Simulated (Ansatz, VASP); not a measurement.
## Te2Mo: VASP beside Ansatz

File INCAR:

```
SYSTEM = Te2Mo
PREC = Accurate ; ENCUT = 520
EDIFF = 1E-6 ; ISMEAR = 0
SIGMA = 0.05 ; LREAL = .False.
LASPH = .True. ; NELM = 80
ALGO = Normal ; ISIF = 2
LWAVE = .False. ; LCHARG = .True.
GGA = PS ; LELF = .True.
LVHAR = .True. ; NBANDS = 64
```

Contents of KPOINTS:

```
Automatic mesh
0
Gamma
  9 9 1
  0 0 0
```

File POSCAR:

```
Te2Mo
1.0
    3.4932091909      0.0000000000      0.0000000000
   -1.7466045954      3.0252079000      0.0000000000
    0.0000000000      0.0000000000     37.5161156315
Te Mo
8 4
Direct
    0.3333333333      0.6666666667      0.8584425242
    0.3333333333      0.6666666667      0.2318351738
    0.6666666667      0.3333333333      0.6719958813
    0.6666666667      0.3333333333      0.0453069351
    0.6666666667      0.3333333333      0.7681648262
    0.6666666667      0.3333333333      0.1415574758
    0.3333333333      0.6666666667      0.9546930649
    0.3333333333      0.6666666667      0.3280041187
    0.3333333333      0.6666666667      0.7200184287
    0.3333333333      0.6666666667      0.0934314856
    0.6666666667      0.3333333333      0.9065685144
    0.6666666667      0.3333333333      0.2799815713
```

Input for Ansatz:

```yaml
crystal:
  lattice:
    - [3.4932091909, 0.0, 0.0]
    - [-1.7466045954, 3.0252079, 0.0]
    - [0.0, 0.0, 37.5161156315]
  atoms:
    - { symbol: Te, position: [0.3333333333, 0.6666666667, 0.8584425242] }
    - { symbol: Te, position: [0.3333333333, 0.6666666667, 0.2318351738] }
    - { symbol: Te, position: [0.6666666667, 0.3333333333, 0.6719958813] }
    - { symbol: Te, position: [0.6666666667, 0.3333333333, 0.0453069351] }
    - { symbol: Te, position: [0.6666666667, 0.3333333333, 0.7681648262] }
    - { symbol: Te, position: [0.6666666667, 0.3333333333, 0.1415574758] }
    - { symbol: Te, position: [0.3333333333, 0.6666666667, 0.9546930649] }
    - { symbol: Te, position: [0.3333333333, 0.6666666667, 0.3280041187] }
    - { symbol: Mo, position: [0.3333333333, 0.6666666667, 0.7200184287] }
    - { symbol: Mo, position: [0.3333333333, 0.6666666667, 0.0934314856] }
    - { symbol: Mo, position: [0.6666666667, 0.3333333333, 0.9065685144] }
    - { symbol: Mo, position: [0.6666666667, 0.3333333333, 0.2799815713] }
basis:
  ecutwfc: 420
kpoints:
  mp_grid: { grid: [9, 9, 1] }
hamiltonian:
  xc: pbesol
  pseudopotentials: { kind: paw, azcp: { folder: soft_1 } }
scf:
  occupations: { method: gaussian, width: 0.05 }
output:
  forces: true
  stress: true
  eigenvalues: true
  write_density: true
  write_potential: true
  elf: true
  volumetric_format: npy
```

Alike in both runs: task single point; functional PBEsol; k mesh 9 × 9 × 1; occupations gaussian, width 0.05 eV; no spin polarisation.

|  | VASP | Ansatz |
| --- | --- | --- |
| version | VASP 6.6.1 | Ansatz 0.2.0 |
| potentials or method | VASP PAW PBE potentials, release 64 (Te, Mo_sv), cutoff 520 eV | scalar-relativistic, plane waves, PAW |
| valence electrons in the cell | 104 | 184 |

Ansatz gave:

```
gap on the k mesh at the Fermi level (eV) : 0.89
least direct gap on the mesh (eV)         : 1.12
rms of the force components (eV/Å)        : 0.002
```

Problem. Estimate VASP's values.

Solution. gap on the k mesh at the Fermi level (eV): 0.88; least direct gap on the mesh (eV): 1.12; rms of the force components (eV/Å): 0.016.

VASP's potentials were made for PBE, not for PBEsol, and Ansatz warns of the same on its side. Atom by atom the forces differ by 0.014 eV/Å (rms over components). VASP's potentials hold 104 valence electrons a cell and Ansatz's 184, so a difference there can come from the potentials and not from the codes. Ansatz's warnings: xc potential rough in thin density.

Neither program's run includes spin-orbit coupling.
